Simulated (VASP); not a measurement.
A run of VASP 6.6.1 is set up as follows.

File INCAR:

```
SYSTEM = TaN
PREC = Accurate ; ENCUT = 520
EDIFF = 1E-8 ; ISMEAR = -1
SIGMA = 0.02 ; LREAL = .False.
LASPH = .True. ; NELM = 120
ALGO = Normal ; ISIF = 2
LWAVE = .False. ; LCHARG = .False.
GGA = PE ; LEFG = .True.
NBANDS = 16 ; GGA_COMPAT = .False.
```

The input KPOINTS:

```
Automatic mesh
0
Gamma
  12 12 10
  0 0 0
```

POSCAR

```
TaN
1.0
    2.9182801511      0.0000000000      0.0000000000
   -1.4591400756      2.5273047463      0.0000000000
    0.0000000000      0.0000000000      2.8636504237
Ta N
1 1
Direct
    0.3333333333      0.6666666667      0.5000000000
    0.0000000000      0.0000000000      0.0000000000
```

Potentials or basis: VASP PAW PBE potentials, release 64 (Ta_sv_GW, N).

Launch:

```bash
$ cat potpaw_PBE.64/Ta_sv_GW/POTCAR potpaw_PBE.64/N/POTCAR > POTCAR
$ mpirun -np 1 vasp_std > vasp.out
```

(1) Predict the pressure.

(2) Predict the band gap on the k mesh.

Answers

(1) 12.0 GPa.

(2) zero (bands 9 and 10 overlap by 0.52 eV).

Caveat: the cell stands under pressure; without QUAD_EFG the Cq values of the log hold for a quadrupole moment of 1 mb, not for the nuclei; spin-orbit coupling is left out, which moves the levels of the heavy elements.
